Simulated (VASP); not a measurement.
A run of VASP 6.6.1 is set up as follows.

Contents of INCAR:

```
  PREC = Accurate
  ENCUT = 520
  EDIFF = 1E-7
  ISMEAR = 0
  SIGMA = 0.1
  LREAL = F
  LASPH = T
  NELM = 80
  ALGO = Normal
  ISIF = 2
  LWAVE = F
  LCHARG = T
  LELF = T
  LVHAR = T
  NBANDS = 12
```

KPOINTS

```
Automatic mesh
0
Gamma
  18 18 18
```

POSCAR

```
Ta
1.0
   -1.6263376955      1.6263376955      1.6263376955
    1.6263376955     -1.6263376955      1.6263376955
    1.6263376955      1.6263376955     -1.6263376955
Ta
1
Direct
    0.0000000000      0.0000000000      0.0000000000
```

Potentials or basis: VASP PAW LDA potentials, release 64 (Ta_pv).

Command:

```bash
$ cat potpaw_LDA.64/Ta_pv/POTCAR > POTCAR
$ mpirun -np 1 vasp_std > vasp.out
```

**Question.** What does it give for the pressure?

**Answer.** 0.9 GPa.
